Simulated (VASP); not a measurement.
# Li4BrF3 (Pmm2) in VASP: a series of runs

The runs below take Li4BrF3 through single point, relaxation of cell and atoms, with PBE.

All numbers are computed with VASP 6.6.1; they aren't measurements. Logs are shortened: lines on timing, memory, paths and dates and some standing lists are left out, and cuts for length are marked.

**1. The cell of the first run**

It takes space group Pmm2 (No. 25, orthorhombic). The conventional cell has a = 3.515 Å, b = 7.266 Å, c = 4.096 Å, α = 90.00°, β = 90.00°, γ = 90.00°. Within 2.6 Å of Li (site symmetry m) lie 3 F at 1.87 to 1.93 Å and 1 Br at 2.52 Å. Li (site symmetry mm2) has 4 F at 1.95 to 1.97 Å within 2.6 Å. Li (site symmetry mm2) has 2 F at 2.11 Å and 4 Br at 2.61 to 2.79 Å within 2.8 Å. Within 3.7 Å of Br (site symmetry mm2) lie 8 Li at 2.52 to 3.65 Å and 10 F at 3.38 to 3.63 Å and 2 Br at 3.51 Å. F (site symmetry m) has 4 Li at 1.93 to 2.11 Å within 2.6 Å. F (site symmetry mm2) has 4 Li at 1.87 to 1.97 Å within 2.5 Å.

The cell was built from a structure type or drawn by symmetry, and may not be a known phase.

**2. Single point, PBE**

INCAR

```
  PREC = Accurate
  ENCUT = 520
  EDIFF = 1E-6
  ISMEAR = 0
  SIGMA = 0.15
  LREAL = False
  LASPH = True
  NELM = 100
  ALGO = Normal
  ISIF = 2
  LWAVE = False
  LCHARG = True
  GGA = PE
  LELF = True
  LVHAR = True
  NBANDS = 30
```

KPOINTS

```
Automatic mesh
0
Gamma
  3 2 3
```

POSCAR

```
Li4BrF3
1.0
    3.5146844881      0.0000000000      0.0000000000
    0.0000000000      7.2659641733      0.0000000000
    0.0000000000      0.0000000000      4.0962945510
Li Br F
4 1 3
Direct
    0.0000000000      0.1952024718      0.0612221502
    0.5000000000      0.0000000000      0.5446595905
    0.0000000000      0.8047975282      0.0612221502
    0.5000000000      0.5000000000      0.2973141827
    0.0000000000      0.5000000000      0.7692983999
    0.5000000000      0.2109797190      0.2522120735
    0.0000000000      0.0000000000      0.7618593796
    0.5000000000      0.7890202810      0.2522120735
```

Potentials or basis: VASP PAW PBE potentials, release 64 (Li_sv, Br, F).

Launch:

```
$ cat potpaw_PBE.64/Li_sv/POTCAR potpaw_PBE.64/Br/POTCAR potpaw_PBE.64/F/POTCAR > POTCAR
$ mpirun -np 1 vasp_std > vasp.out
```

OUTCAR:

```text
PREC = Accurate
   ENCUT = 520
   EDIFF = 1E-6
   ISMEAR = 0
   LREAL = False
   LASPH = True
   NELM = 100
   ISIF = 2
   GGA = PE

 ion  position               nearest neighbor table
   1  0.000  0.195  0.061-   7 1.87   6 1.93   6 1.93   5 2.52
   2  0.500  0.000  0.545-   6 1.95   8 1.95   7 1.97   7 1.97
   3  0.000  0.805  0.061-   7 1.87   8 1.93   8 1.93   5 2.52
   4  0.500  0.500  0.297-   6 2.11   8 2.11   5 2.61   5 2.61
   5  0.000  0.500  0.769-   1 2.52   3 2.52   4 2.61   4 2.61
   6  0.500  0.211  0.252-   1 1.93   1 1.93   2 1.95   4 2.11
   7  0.000  0.000  0.762-   1 1.87   3 1.87   2 1.97   2 1.97
   8  0.500  0.789  0.252-   3 1.93   3 1.93   2 1.95   4 2.11

  LATTYP: Found a simple orthorhombic cell.
 ALAT       =     3.5146844881
 B/A-ratio  =     1.1654800210
 C/A-ratio  =     2.0673161981

  Lattice vectors:

 A1 = (  -3.5146844881,   0.0000000000,   0.0000000000)
 A2 = (   0.0000000000,   0.0000000000,   4.0962945510)
 A3 = (   0.0000000000,   7.2659641733,   0.0000000000)

Analysis of symmetry for initial positions (statically):
=====================================================================
 Subroutine PRICEL returns:
 Original cell was already a primitive cell.

 Routine SETGRP: Setting up the symmetry group for a
 simple orthorhombic supercell.

 Subroutine GETGRP returns: Found  4 space group operations
 (whereof  4 operations were pure point group operations)
 out of a pool of  8 trial point group operations.

The static configuration has the point symmetry C_2v.

Analysis of symmetry for dynamics (positions and initial velocities):
=====================================================================
 Subroutine PRICEL returns:
 Original cell was already a primitive cell.

 Routine SETGRP: Setting up the symmetry group for a
 simple orthorhombic supercell.

 Subroutine GETGRP returns: Found  4 space group operations
 (whereof  4 operations were pure point group operations)
 out of a pool of  8 trial point group operations.

The dynamic configuration has the point symmetry C_2v.

 Subroutine INISYM returns: Found  4 space group operations
 (whereof  4 operations are pure point group operations),
 and found     1 'primitive' translations

----------------------------------------------------------------------------------------

                                     Primitive cell

  volume of cell :     104.6094

  direct lattice vectors                    reciprocal lattice vectors
     3.514684488  0.000000000  0.000000000     0.284520560  0.000000000  0.000000000
     0.000000000  7.265964173  0.000000000     0.000000000  0.137627984  0.000000000
     0.000000000  0.000000000  4.096294551     0.000000000  0.000000000  0.244123070

  length of vectors
     3.514684488  7.265964173  4.096294551     0.284520560  0.137627984  0.244123070

  position of ions in fractional coordinates (direct lattice)
     0.000000000  0.195202472  0.061222150
     0.500000000  0.000000000  0.544659590
     0.000000000  0.804797528  0.061222150
     0.500000000  0.500000000  0.297314183
     0.000000000  0.500000000  0.769298400
     0.500000000  0.210979719  0.252212073
     0.000000000  0.000000000  0.761859380
     0.500000000  0.789020281  0.252212073

  ion indices of the primitive-cell ions
   primitive index   ion index
                 1           1
                 2           2
                 3           3
                 4           4
                 5           5
                 6           6
                 7           7
                 8           8

----------------------------------------------------------------------------------------

 KPOINTS: Automatic mesh

Automatic generation of k-mesh.
 Grid dimensions read from file:
 generate k-points for:    3    2    3

 Generating k-lattice:

  Cartesian coordinates                     Fractional coordinates (reciprocal lattice)
     0.094840187  0.000000000  0.000000000     0.333333333  0.000000000  0.000000000
     0.000000000  0.068813992  0.000000000     0.000000000  0.500000000  0.000000000
     0.000000000  0.000000000  0.081374357     0.000000000  0.000000000  0.333333333

  Length of vectors
     0.094840187  0.068813992  0.081374357

  Shift w.r.t. Gamma in fractional coordinates (k-lattice)
     0.000000000  0.000000000  0.000000000

 Subroutine IBZKPT returns following result:
 ===========================================

 Found      8 irreducible k-points:

 Following reciprocal coordinates:
            Coordinates               Weight
  0.000000  0.000000  0.000000      1.000000
  0.333333  0.000000  0.000000      2.000000
  0.000000  0.500000  0.000000      1.000000
  0.333333  0.500000  0.000000      2.000000
  0.000000  0.000000  0.333333      2.000000
  0.333333  0.000000  0.333333      4.000000
  0.000000  0.500000  0.333333      2.000000
  0.333333  0.500000  0.333333      4.000000
   k-points           NKPTS =      8   k-points in BZ     NKDIM =      8   number of bands    NBANDS=     30
   number of dos      NEDOS =    301   number of ions     NIONS =      8
   total plane-waves  NPLWV =  45360
   dimension x,y,z NGX =    28 NGY =   54 NGZ =   30
   dimension x,y,z NGXF=    56 NGYF=  108 NGZF=   60
   ions per type =               4   1   3
   NGX,Y,Z   is equivalent  to a cutoff of  13.24, 12.36, 12.18 a.u.
   NGXF,Y,Z  is equivalent  to a cutoff of  26.49, 24.71, 24.35 a.u.
 SYSTEM =  unknown system
   PREC   = accura    normal or accurate (medium, high low for compatibility)
   ISTART =      0    job   : 0-new  1-cont  2-samecut
   ICHARG =      2    charge: 1-file 2-atom 10-const
   ISPIN  =      1    spin polarized calculation?
   LNONCOLLINEAR =      F non collinear calculations
   LSORBIT =      F    spin-orbit coupling
   LASPH  =      T    aspherical Exc in radial PAW
   ENCUT  =  520.0 eV  38.22 Ry    6.18 a.u.   6.53 13.51  7.62*2*pi/ulx,y,z
   NELM   =    100;   NELMIN=  2; NELMDL= -5     # of ELM steps
   EDIFF  = 0.1E-05   stopping-criterion for ELM
   LREAL  =      F    real-space projection
   EDIFFG = 0.1E-04   stopping-criterion for IOM
   NSW    =      0    number of steps for IOM
   IBRION =     -1    ionic relax: 0-MD 1-quasi-New 2-CG
   NFREE  =      0    steps in history (QN), initial steepest desc. (CG)
   ISIF   =      2    stress and relaxation
   ISYM   =      2    0-nonsym 1-usesym 2-fastsym
   POTIM  = 0.5000    time-step for ionic-motion
   TEBEG  =    0.0;   TEEND  =   0.0 temperature during run
   PSTRESS=    0.0 pullay stress
   NELECT =      40.0000    total number of electrons
   NUPDOWN=      -1.0000    fix difference up-down
   EMIN   =  10.00;   EMAX   =-10.00  energy-range for DOS
   EFERMI =   0.00;   METHOD = LEGACY
   ISMEAR =     0;   SIGMA  =   0.15  broadening in eV -4-tet -1-fermi 0-gaus
   EFERMI_NEDOS =   21; number of points for ismear=-14 and -15
   IALGO  =     38    algorithm
   IMIX   =      4    mixing-type and parameters
     AMIX     =   0.40;   BMIX     =  1.00
     AMIX_MAG =   1.60;   BMIX_MAG =  1.00
  volume/ion in A,a.u.               =      13.08        88.24
  Fermi-wavevector in a.u.,A,eV,Ry     =   1.188241  2.245450 19.210296  1.411917
  Thomas-Fermi vector in A             =   2.324375
   LORBIT       =      0    0 simple, 1 ext, 2 COOP (PROOUT), +10 PAW based schemes
   GGA     = PE    functional components
   LHFCALC =     F    Hartree Fock is set to
   AEXX    =    0.0000 exact exchange contribution
   IVDW    =     0    specifies the selected vdW correction
   LEPSILON=     F    determine dielectric tensor
   LRPA    =     F    only Hartree local field effects (RPA)
 non-spin polarized calculation
 Gauss-broadening in eV      SIGMA  =   0.15
  energy-cutoff  :      520.00
  volume of cell :      104.61
 maximum number of plane-waves:      2833
 NGX is ok and might be reduce to    28
   NGX = 13   NGY = 27   NGZ = 15

 number of electron      40.0000008 magnetization

 Free energy of the ion-electron system (eV)
  ---------------------------------------------------
  ext. energy  EPLUGINS =         0.00000000
  ---------------------------------------------------
  free energy    TOTEN  =       -35.05150382 eV

  energy without entropy =      -35.05150382  energy(sigma->0) =      -35.05150382

 E-fermi :   0.9023     XC(G=0):  -8.5180

 val. band max:        0.1826489085   @ k =   0.0000   0.0000   0.3333
 cond. band min:       4.9538540564   @ k =   0.0000   0.0000   0.0000
 fundamental gap:      4.7712051478
 Fermi energy:         0.9022928418

 k-point     1 :       0.0000    0.0000    0.0000
  band No.  band energies     occupation
      1     -44.1140      2.00000
      2     -43.3855      2.00000
      3     -43.3736      2.00000
      4     -43.2872      2.00000
      5     -21.6544      2.00000
      6     -21.2922      2.00000
[... 22 lines left out ...]
     29      12.8769      0.00000
     30      12.8889      0.00000

 k-point     2 :       0.3333    0.0000    0.0000
  band No.  band energies     occupation
      1     -44.1130      2.00000
      2     -43.3814      2.00000
      3     -43.3711      2.00000
      4     -43.2865      2.00000
      5     -21.6404      2.00000
      6     -21.3212      2.00000
[... 22 lines left out ...]
     29      12.1669      0.00000
     30      12.2715      0.00000

 k-point     3 :       0.0000    0.5000    0.0000
  band No.  band energies     occupation
      1     -44.1140      2.00000
      2     -43.3855      2.00000
      3     -43.3736      2.00000
      4     -43.2872      2.00000
      5     -21.6548      2.00000
      6     -21.2976      2.00000
[... 154 lines left out ...]
     29      12.8368      0.00000
     30      13.4102      0.00000

 k-point     8 :       0.3333    0.5000    0.3333
  band No.  band energies     occupation
      1     -44.1128      2.00000
      2     -43.3809      2.00000
      3     -43.3710      2.00000
      4     -43.2867      2.00000
      5     -21.6318      2.00000
      6     -21.3288      2.00000
[... 22 lines left out ...]
     29      12.2177      0.00000
     30      12.5033      0.00000

------------------------ aborting loop because EDIFF is reached ----------------------------------------

  FORCE on cell =-STRESS in cart. coord.  units (eV):
  Direction    XX          YY          ZZ          XY          YZ          ZX
  --------------------------------------------------------------------------------------
  -------------------------------------------------------------------------------------
  Total       -0.2721995     -0.3574321     -0.4275027      0.0000000      0.0000000      0.0000000
  in kB       -4.1689546     -5.4743607     -6.5475470      0.0000000      0.0000000      0.0000000
  external PRESSURE =      -5.3969541 kB  Pullay stress =       0.0000000 kB

 VOLUME and BASIS-vectors are now :
 -----------------------------------------------------------------------------
  energy-cutoff  :      520.00
  volume of cell :      104.61
      direct lattice vectors                 reciprocal lattice vectors
     3.514684488  0.000000000  0.000000000     0.284520560  0.000000000  0.000000000
     0.000000000  7.265964173  0.000000000     0.000000000  0.137627984  0.000000000
     0.000000000  0.000000000  4.096294551     0.000000000  0.000000000  0.244123070

 POSITION                                       TOTAL-FORCE (eV/Angst)
 -----------------------------------------------------------------------------------
      0.00000      1.41833      0.25078         0.000000      0.013707      0.003785
      1.75734      0.00000      2.23109         0.000000      0.000000      0.010399
      0.00000      5.84763      0.25078         0.000000     -0.013707      0.003785
      1.75734      3.63298      1.21789         0.000000      0.000000     -0.001408
      0.00000      3.63298      3.15127         0.000000      0.000000     -0.006549
      1.75734      1.53297      1.03313        -0.000000      0.000705      0.006788
      0.00000      0.00000      3.12080         0.000000      0.000000     -0.023589
      1.75734      5.73299      1.03313        -0.000000     -0.000705      0.006788
 -----------------------------------------------------------------------------------
    total drift:                                0.000000      0.000000      0.001121

  FREE ENERGIE OF THE ION-ELECTRON SYSTEM (eV)
  ---------------------------------------------------
  free  energy   TOTEN  =       -35.0515038216 eV

  energy  without entropy=      -35.0515038216  energy(sigma->0) =      -35.05150382
```

Wall time 14 s (1 thread of Intel Xeon 6975P-C (Granite Rapids), shared host); peak memory 0.2 GiB.

Results:

* Free energy: -35.0515 eV
* Largest force: 0.024 eV/Å
* Band gap on the k mesh: 4.77 eV (least direct gap 4.88 eV)

Forces on the atoms (eV/Å):
```
Li   0.000  0.014  0.004
Li   0.000  0.000  0.010
Li   0.000 -0.014  0.004
Li   0.000  0.000 -0.001
Br   0.000  0.000 -0.007
F    0.000  0.001  0.007
F    0.000  0.000 -0.024
F    0.000 -0.001  0.007
```

Levels at points of the mesh, in eV from the valence-band top:
```tsv
k point	band 18	band 19	band 20	band 21	band 22	band 23
(0.00, 0.00, 0.00)	-1.50	-1.40	-0.11	4.77	6.44	7.79
(0.00, 0.50, 0.00)	-1.80	-1.41	-0.11	5.57	5.78	7.31
```

Caveat: the k points lie up to 0.60 Å⁻¹ apart; the cutoff is under 1.25 times the usual one of these potentials, so pressure, stress and relaxed cells hold a basis-set (Pulay) error; an odd mesh through Γ misses points on the zone boundary, where band edges can lie.

**3. Relaxation of cell and atoms, PBE**

This run uses another cell than the first one, of 16.62 Å³/atom.

INCAR

```
SYSTEM = Li4BrF3
PREC = Accurate
ENCUT = 600
EDIFF = 1E-6
ISMEAR = 0
SIGMA = 0.15
LREAL = .FALSE.
LASPH = .TRUE.
NELM = 80
ALGO = Normal
ISIF = 3
LWAVE = .FALSE.
LCHARG = .FALSE.
GGA = PE
IBRION = 2
NSW = 36
EDIFFG = -0.08
```

KPOINTS

```
regular mesh
0
G
  3 2 3
  0 0 0
```

POSCAR

```
Li4BrF3
1.0
    3.6160155400      0.0000000000      0.0000000000
    0.0000000000      7.2504427300      0.0000000000
    0.0000000000      0.0000000000      5.0713390100
Li Br F
4 1 3
Direct
    0.0000000000      0.2383150000      0.0082310000
    0.5000000000      0.0000000000      0.5044590200
    0.0000000000      0.7616850000      0.0082310000
    0.5000000000      0.5000000000      0.4779169900
    0.0000000000      0.5000000000      0.7528989900
    0.5000000000      0.2431770000      0.2500860100
    0.0000000000      0.0000000000      0.7480909800
    0.5000000000      0.7568230000      0.2500860100
```

Potentials or basis: VASP PAW PBE potentials, release 64 (Li_sv, Br, F).

Launch:

```
$ cat potpaw_PBE.64/Li_sv/POTCAR potpaw_PBE.64/Br/POTCAR potpaw_PBE.64/F/POTCAR > POTCAR
$ mpirun -np 1 vasp_std > vasp.out
```

Wall time 2.5 min (1 thread of Intel Xeon 6975P-C (Granite Rapids), shared host); peak memory 0.28 GiB.

Results (log left out):

| Quantity | Value |
| --- | --- |
| Free energy | -35.1105 eV |
| Relaxed volume | 12.79 Å³/atom |
| Relaxed cell | a = 3.494 Å, b = 7.161 Å, c = 4.090 Å, α = 90.00°, β = 90.00°, γ = 90.00° |
| Space group after relaxing (to 0.1 Å) | Pmm2 (No. 25) |
| Energy gained by relaxing | 169.8 meV/atom |
| Ionic steps | 12 |
| Pressure after relaxing | 0.3 GPa |
| Largest force after relaxing | 0.078 eV/Å |
| Band gap on the k mesh | 4.81 eV (least direct gap 4.91 eV) |

Forces in eV/Å, atoms in the order of the input:
```
Li   0.000 -0.012  0.043
Li   0.000  0.000  0.009
Li   0.000  0.012  0.043
Li   0.000  0.000 -0.059
Br   0.000  0.000 -0.011
F    0.000 -0.078  0.000
F    0.000  0.000 -0.024
F    0.000  0.078  0.000
```

Step by step:
| step | energy change (eV) | largest force (eV/Å) | pressure (GPa) | volume (Å³) |
| --- | --- | --- | --- | --- |
| 1 | 0.0000 | 1.4776 | -3.48 | 132.96 |
| 2 | -0.3766 | 1.3355 | -2.99 | 126.14 |
| 3 | -0.9951 | 0.7539 | 0.72 | 107.09 |
| 4 | -1.0018 | 0.7721 | 1.83 | 104.05 |
| 5 | -1.1461 | 0.4685 | 0.92 | 104.95 |
| 6 | -1.2333 | 0.3110 | -0.29 | 106.52 |
| 7 | -1.2802 | 0.1306 | -0.24 | 105.96 |
| 8 | -1.3054 | 0.1472 | 0.00 | 105.02 |
| 9 | -1.3284 | 0.1202 | -0.15 | 104.75 |
| 10 | -1.3512 | 0.1454 | -0.34 | 103.97 |
| 11 | -1.3585 | 0.0903 | 0.37 | 102.03 |
| 12 | -1.3588 | 0.0777 | 0.26 | 102.34 |

Final structure:
```xyz
8
Lattice="3.4940 0.0000 0.0000 0.0000 7.1614 0.0000 0.0000 0.0000 4.0900" Properties=species:S:1:pos:R:3 pbc="T T T"
Li    0.0000    1.4158    0.2373
Li    1.7470    0.0000    2.2209
Li    0.0000    5.7456    0.2373
Li    1.7470    3.5807    1.2619
Br    0.0000    3.5807    3.1329
F     1.7470    1.5378    1.0348
F     0.0000    0.0000    3.1104
F     1.7470    5.6235    1.0348
```

Levels at points of the mesh, in eV from the valence-band top:
```tsv
k point	band 17	band 18	band 19	band 20	band 21	band 22	band 23	band 24
(0.00, 0.00, 0.00)	-2.87	-1.55	-1.41	-0.10	4.81	6.42	7.81	8.60
(0.00, 0.50, 0.00)	-2.73	-1.85	-1.42	-0.10	5.66	5.77	7.30	8.68
```

Caveat: the k points lie up to 0.60 Å⁻¹ apart in the final cell; the cutoff is under 1.25 times the usual one of these potentials, so pressure, stress and relaxed cells hold a basis-set (Pulay) error; the volume moved by over 15 % at a fixed basis, so the end points are rough; an odd mesh through Γ misses points on the zone boundary, where band edges can lie; the relaxation stopped at a loose force limit of 0.08 eV/Å, so its end isn't a converged minimum.

(Part 1 of 2 ends here.)
